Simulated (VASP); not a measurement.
# NaF (Villiaumite) (Fm-3m) in VASP: a series of runs

NaF (Villiaumite) is run at these levels: PBEsol, LDA; tasks: single point.

Program: VASP 6.6.1. These are calculated values, not measurements. Logs are shortened: lines on timing, memory, paths and dates and some standing lists are left out, and cuts for length are marked.

## Step 1: The cell of the first run

Symmetry: Fm-3m, No. 225, cubic system. Conventional cell: a = 4.640 Å, b = 4.640 Å, c = 4.640 Å, α = 90.00°, β = 90.00°, γ = 90.00°. Na (site symmetry m-3m) has 6 F at 2.32 Å within 3.1 Å. Within 3.1 Å of F (site symmetry m-3m) lie 6 Na at 2.32 Å.

## Step 2: Single point, PBEsol

The input, INCAR:

```
ALGO = Normal
EDIFF = 1E-6
ENCUT = 520
GGA = PS
ISIF = 2
ISMEAR = 0
LASPH = True
LCHARG = False
LREAL = False
LWAVE = False
NBANDS = 14
NELM = 60
PREC = Accurate
SIGMA = 0.05
```

The input, KPOINTS:

```
k-points
0
Gamma
  10 10 10
```

The input, POSCAR:

```
NaF
1.0
    0.0000000000      2.3200000000      2.3200000000
    2.3200000000      0.0000000000      2.3200000000
    2.3200000000      2.3200000000      0.0000000000
Na F
1 1
Direct
    0.0000000000      0.0000000000      0.0000000000
    0.5000000000      0.5000000000      0.5000000000
```

Potentials or basis: VASP PAW PBE potentials, release 64 (Na_pv, F).

Launch:

```console
$ cat potpaw_PBE.64/Na_pv/POTCAR potpaw_PBE.64/F/POTCAR > POTCAR
$ mpirun -np 1 vasp_std > vasp.out
```

OUTCAR:

```text
EDIFF = 1E-6
   ENCUT = 520
   GGA = PS
   ISIF = 2
   ISMEAR = 0
   LASPH = True
   LREAL = False
   NELM = 60
   PREC = Accurate

 ion  position               nearest neighbor table
   1  0.000  0.000  0.000-   2 2.32   2 2.32   2 2.32   2 2.32   2 2.32   2 2.32
   2  0.500  0.500  0.500-   1 2.32   1 2.32   1 2.32   1 2.32   1 2.32   1 2.32

  LATTYP: Found a face centered cubic cell.
 ALAT       =     4.6400000000

  Lattice vectors:

 A1 = (   0.0000000000,   2.3200000000,   2.3200000000)
 A2 = (   2.3200000000,   0.0000000000,   2.3200000000)
 A3 = (   2.3200000000,   2.3200000000,   0.0000000000)

Analysis of symmetry for initial positions (statically):
=====================================================================
 Subroutine PRICEL returns:
 Original cell was already a primitive cell.

 Routine SETGRP: Setting up the symmetry group for a
 face centered cubic supercell.

 Subroutine GETGRP returns: Found 48 space group operations
 (whereof 48 operations were pure point group operations)
 out of a pool of 48 trial point group operations.

The static configuration has the point symmetry O_h .

Analysis of symmetry for dynamics (positions and initial velocities):
=====================================================================
 Subroutine PRICEL returns:
 Original cell was already a primitive cell.

 Routine SETGRP: Setting up the symmetry group for a
 face centered cubic supercell.

 Subroutine GETGRP returns: Found 48 space group operations
 (whereof 48 operations were pure point group operations)
 out of a pool of 48 trial point group operations.

The dynamic configuration has the point symmetry O_h .

 Subroutine INISYM returns: Found 48 space group operations
 (whereof 48 operations are pure point group operations),
 and found     1 'primitive' translations

----------------------------------------------------------------------------------------

                                     Primitive cell

  volume of cell :      24.9743

  direct lattice vectors                    reciprocal lattice vectors
     0.000000000  2.320000000  2.320000000    -0.215517241  0.215517241  0.215517241
     2.320000000  0.000000000  2.320000000     0.215517241 -0.215517241  0.215517241
     2.320000000  2.320000000  0.000000000     0.215517241  0.215517241 -0.215517241

  length of vectors
     3.280975465  3.280975465  3.280975465     0.373286812  0.373286812  0.373286812

  position of ions in fractional coordinates (direct lattice)
     0.000000000  0.000000000  0.000000000
     0.500000000  0.500000000  0.500000000

  ion indices of the primitive-cell ions
   primitive index   ion index
                 1           1
                 2           2

----------------------------------------------------------------------------------------

 KPOINTS: k-points

Automatic generation of k-mesh.
 Grid dimensions read from file:
 generate k-points for:   10   10   10

 Generating k-lattice:

  Cartesian coordinates                     Fractional coordinates (reciprocal lattice)
    -0.021551724  0.021551724  0.021551724     0.100000000  0.000000000  0.000000000
     0.021551724 -0.021551724  0.021551724     0.000000000  0.100000000  0.000000000
     0.021551724  0.021551724 -0.021551724     0.000000000  0.000000000  0.100000000

  Length of vectors
     0.037328681  0.037328681  0.037328681

  Shift w.r.t. Gamma in fractional coordinates (k-lattice)
     0.000000000  0.000000000  0.000000000

 Subroutine IBZKPT returns following result:
 ===========================================

 Found     47 irreducible k-points:

 Following reciprocal coordinates:
            Coordinates               Weight
  0.000000  0.000000  0.000000      1.000000
  0.100000  0.000000  0.000000      8.000000
  0.200000  0.000000  0.000000      8.000000
  0.300000  0.000000  0.000000      8.000000
  0.400000  0.000000  0.000000      8.000000
  0.500000  0.000000  0.000000      4.000000
[... 16 lines left out ...]
  0.300000  0.300000  0.000000      6.000000
  0.400000  0.300000  0.000000     24.000000
 [... further k-points ...]
   k-points           NKPTS =     47   k-points in BZ     NKDIM =     47   number of bands    NBANDS=     14
   number of dos      NEDOS =    301   number of ions     NIONS =      2
   total plane-waves  NPLWV =  13824
   dimension x,y,z NGX =    24 NGY =   24 NGZ =   24
   dimension x,y,z NGXF=    48 NGYF=   48 NGZF=   48
   ions per type =               1   1
   NGX,Y,Z   is equivalent  to a cutoff of  12.16, 12.16, 12.16 a.u.
   NGXF,Y,Z  is equivalent  to a cutoff of  24.32, 24.32, 24.32 a.u.
 SYSTEM =  unknown system
   PREC   = accura    normal or accurate (medium, high low for compatibility)
   ISTART =      0    job   : 0-new  1-cont  2-samecut
   ICHARG =      2    charge: 1-file 2-atom 10-const
   ISPIN  =      1    spin polarized calculation?
   LNONCOLLINEAR =      F non collinear calculations
   LSORBIT =      F    spin-orbit coupling
   LASPH  =      T    aspherical Exc in radial PAW
   ENCUT  =  520.0 eV  38.22 Ry    6.18 a.u.   6.10  6.10  6.10*2*pi/ulx,y,z
   NELM   =     60;   NELMIN=  2; NELMDL= -5     # of ELM steps
   EDIFF  = 0.1E-05   stopping-criterion for ELM
   LREAL  =      F    real-space projection
   EDIFFG = 0.1E-04   stopping-criterion for IOM
   NSW    =      0    number of steps for IOM
   IBRION =     -1    ionic relax: 0-MD 1-quasi-New 2-CG
   NFREE  =      0    steps in history (QN), initial steepest desc. (CG)
   ISIF   =      2    stress and relaxation
   ISYM   =      2    0-nonsym 1-usesym 2-fastsym
   POTIM  = 0.5000    time-step for ionic-motion
   TEBEG  =    0.0;   TEEND  =   0.0 temperature during run
   PSTRESS=    0.0 pullay stress
   NELECT =      14.0000    total number of electrons
   NUPDOWN=      -1.0000    fix difference up-down
   EMIN   =  10.00;   EMAX   =-10.00  energy-range for DOS
   EFERMI =   0.00;   METHOD = LEGACY
   ISMEAR =     0;   SIGMA  =   0.05  broadening in eV -4-tet -1-fermi 0-gaus
   EFERMI_NEDOS =   21; number of points for ismear=-14 and -15
   IALGO  =     38    algorithm
   IMIX   =      4    mixing-type and parameters
     AMIX     =   0.40;   BMIX     =  1.00
     AMIX_MAG =   1.60;   BMIX_MAG =  1.00
  volume/ion in A,a.u.               =      12.49        84.27
  Fermi-wavevector in a.u.,A,eV,Ry     =   1.349852  2.550851 24.791186  1.822101
  Thomas-Fermi vector in A             =   2.477405
   LORBIT       =      0    0 simple, 1 ext, 2 COOP (PROOUT), +10 PAW based schemes
   GGA     = PS    functional components
   LHFCALC =     F    Hartree Fock is set to
   AEXX    =    0.0000 exact exchange contribution
   IVDW    =     0    specifies the selected vdW correction
   LEPSILON=     F    determine dielectric tensor
   LRPA    =     F    only Hartree local field effects (RPA)
 non-spin polarized calculation
 Gauss-broadening in eV      SIGMA  =   0.05
  energy-cutoff  :      520.00
  volume of cell :       24.97
 maximum number of plane-waves:       692
   NGX = 13   NGY = 13   NGZ = 13

 number of electron      13.9999982 magnetization

 Free energy of the ion-electron system (eV)
  ---------------------------------------------------
  ext. energy  EPLUGINS =         0.00000000
  ---------------------------------------------------
  free energy    TOTEN  =        -8.76879803 eV

  energy without entropy =       -8.76879803  energy(sigma->0) =       -8.76879803

 E-fermi :  -1.9528     XC(G=0):  -9.3147

 val. band max:       -2.1926326279   @ k =   0.0000   0.0000   0.0000
 cond. band min:       3.9478405365   @ k =   0.0000   0.0000   0.0000
 fundamental gap:      6.1404731644
 Fermi energy:        -1.9528382516

 k-point     1 :       0.0000    0.0000    0.0000
  band No.  band energies     occupation
      1     -21.2426      2.00000
      2     -20.9739      2.00000
      3     -20.9739      2.00000
      4     -20.9739      2.00000
      5      -2.1926      2.00000
      6      -2.1926      2.00000
      7      -2.1926      2.00000
      8       3.9478      0.00000
      9      16.6230      0.00000
     10      16.6230      0.00000
     11      16.6230      0.00000
     12      19.2976      0.00000
     13      21.6808      0.00000
     14      21.6808      0.00000

 k-point     2 :       0.1000    0.0000    0.0000
  band No.  band energies     occupation
      1     -21.3837      2.00000
      2     -20.9751      2.00000
      3     -20.9751      2.00000
      4     -20.8202      2.00000
      5      -2.3935      2.00000
      6      -2.2177      2.00000
      7      -2.2177      2.00000
      8       4.3077      0.00000
      9      15.3041      0.00000
     10      16.7781      0.00000
     11      16.7781      0.00000
     12      20.7702      0.00000
     13      21.2665      0.00000
     14      21.2665      0.00000

 k-point     3 :       0.2000    0.0000    0.0000
  band No.  band energies     occupation
      1     -21.5746      2.00000
      2     -20.9782      2.00000
      3     -20.9782      2.00000
      4     -20.5935      2.00000
      5      -2.8537      2.00000
      6      -2.2826      2.00000
      7      -2.2826      2.00000
      8       5.2313      0.00000
      9      13.5364      0.00000
     10      17.1671      0.00000
     11      17.1671      0.00000
     12      20.6362      0.00000
     13      20.6362      0.00000
     14      21.9815      0.00000
[... 324 lines left out ...]
 k-point    23 :       0.3000    0.3000    0.0000
  band No.  band energies     occupation
      1     -21.5149      2.00000
      2     -21.0090      2.00000
      3     -21.0090      2.00000
      4     -20.5936      2.00000
      5      -3.2720      2.00000
      6      -2.4702      2.00000
      7      -2.4702      2.00000
      8       7.2155      0.00000
      9      11.9813      0.00000
     10      15.5178      0.00000
     11      17.1544      0.00000
     12      17.1544      0.00000
     13      23.3241      0.00000
     14      23.9424      0.00000

 k-point    24 :       0.4000    0.3000    0.0000
  band No.  band energies     occupation
      1     -21.4880      2.00000
      2     -21.0226      2.00000
      3     -21.0145      2.00000
      4     -20.6033      2.00000
      5      -3.3847      2.00000
      6      -2.5793      2.00000
      7      -2.5225      2.00000
      8       8.2156      0.00000
      9      11.4365      0.00000
     10      14.3873      0.00000
     11      17.2434      0.00000
     12      17.2805      0.00000
     13      23.0841      0.00000
     14      24.3150      0.00000

 [... further k-points ...]
[... 5 lines left out ...]
  --------------------------------------------------------------------------------------
  -------------------------------------------------------------------------------------
  Total       -0.0662827     -0.0662827     -0.0662827     -0.0000000      0.0000000     -0.0000000
  in kB       -4.2522307     -4.2522307     -4.2522307     -0.0000000      0.0000000     -0.0000000
  external PRESSURE =      -4.2522307 kB  Pullay stress =       0.0000000 kB

 VOLUME and BASIS-vectors are now :
 -----------------------------------------------------------------------------
  energy-cutoff  :      520.00
  volume of cell :       24.97
      direct lattice vectors                 reciprocal lattice vectors
     0.000000000  2.320000000  2.320000000    -0.215517241  0.215517241  0.215517241
     2.320000000  0.000000000  2.320000000     0.215517241 -0.215517241  0.215517241
     2.320000000  2.320000000  0.000000000     0.215517241  0.215517241 -0.215517241

 POSITION                                       TOTAL-FORCE (eV/Angst)
 -----------------------------------------------------------------------------------
      0.00000      0.00000      0.00000        -0.000000     -0.000000     -0.000000
      2.32000      2.32000      2.32000         0.000000      0.000000      0.000000
 -----------------------------------------------------------------------------------
    total drift:                                0.000000     -0.000000      0.000000

  FREE ENERGIE OF THE ION-ELECTRON SYSTEM (eV)
  ---------------------------------------------------
  free  energy   TOTEN  =        -8.7687980337 eV

  energy  without entropy=       -8.7687980337  energy(sigma->0) =       -8.76879803
```

Wall time 17 s (1 thread of Intel Xeon 8259CL, shared host); peak memory 0.14 GiB.

What came out:

- Free energy: -8.7688 eV
- Pressure: -0.4 GPa
- Band gap on the k mesh: 6.14 eV, direct

Levels at points of the mesh, in eV from the valence-band top:
| k point | band 3 | band 4 | band 5 | band 6 | band 7 | band 8 | band 9 | band 10 | band 11 | band 12 |
| --- | --- | --- | --- | --- | --- | --- | --- | --- | --- | --- |
| (0.00, 0.00, 0.00) | -18.78 | -18.78 | 0.00 | 0.00 | 0.00 | 6.14 | 18.82 | 18.82 | 18.82 | 21.49 |
| (0.50, 0.00, 0.00) | -18.79 | -18.03 | -1.61 | -0.26 | -0.26 | 10.58 | 12.30 | 19.94 | 19.94 | 22.76 |
| (0.50, 0.50, 0.00) | -18.84 | -18.79 | -1.29 | -0.41 | -0.41 | 12.95 | 13.08 | 13.49 | 19.59 | 19.59 |

Caveat: the PAW data sets were made with another functional, which shifts forces and pressure a little. A hybrid or GW would open this gap; PBEsol tends to underestimate it.

(Part 1 of 2 ends here.)
